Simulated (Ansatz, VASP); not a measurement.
## Two plane-wave programs on Ga2SeS3

```xyz
6
Lattice="3.8491 0.0000 0.0000 0.0000 3.8491 0.0000 0.0000 0.0000 8.1716" Properties=species:S:1:pos:R:3 pbc="T T T"
Ga    1.9246    1.9246    5.9538
Ga    0.0000    0.0000    2.2083
Se    0.0000    0.0000    5.1085
S     1.9246    0.0000    8.1599
S     0.0000    1.9246    8.1599
S     1.9246    1.9246    3.0961
```

Change from the starting cell: species swapped into the Zr2As3S type (P4mm, No. 99).

Alike in both runs: task relaxation of cell and atoms; functional PBE; k mesh 3 × 3 × 2; occupations gaussian, width 0.15 eV; no spin polarisation.

|  | VASP | Ansatz |
| --- | --- | --- |
| version | VASP 6.6.1 | Ansatz 0.2.0 |
| potentials or method | VASP PAW PBE potentials, release 64 (Ga_d, Se, S), cutoff 500 eV | scalar-relativistic, plane waves, PAW |
| valence electrons in the cell | 50 | 60 |

```tsv
	VASP	Ansatz	Ansatz less VASP
gap on the k mesh at the Fermi level, each at its own relaxed structure (eV)	none	none	-
relaxed volume (Å³/atom)	22.08	20.73	-1.344
relaxed cell length with the largest relative difference (Å)	10.229	9.696	-0.5331
```

A gap of «none» marks a metal or a gap that the smearing closes. One of these differences is far larger than is usual between the two programs; its cause wasn't traced. VASP's potentials hold 50 valence electrons a cell and Ansatz's 60, so a difference there can come from the potentials and not from the codes.

The k mesh is coarse, so the values compare programs but aren't converged.
